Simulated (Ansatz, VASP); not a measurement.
Zn: VASP beside Ansatz

```
Zn
1.0
     2.68833    0.00000    0.00000
    -1.34417    2.32816    0.00000
     0.00000    0.00000    4.78788
Zn
2
Direct
  0.33333 0.66667 0.25000
  0.66667 0.33333 0.75000
```

Alike in both runs: task relaxation of cell and atoms; functional PBE; k mesh 17 × 17 × 9; occupations fermi-dirac, width 0.05 eV; no spin polarisation.

```csv
,VASP,Ansatz
version,VASP 6.6.1,Ansatz 0.2.0
potentials or method,"VASP PAW PBE potentials, release 64 (Zn), cutoff 600 eV","all-electron LAPW, non-relativistic"
```

|  | VASP | Ansatz | Ansatz less VASP |
| --- | --- | --- | --- |
| relaxed volume (Å³/atom) | 15.04 | 15.37 | +0.333 |
| relaxed cell length with the largest relative difference (Å) | 2.692 | 2.716 | +0.0238 |

Ansatz ran all-electron here, and VASP with PAW potentials.
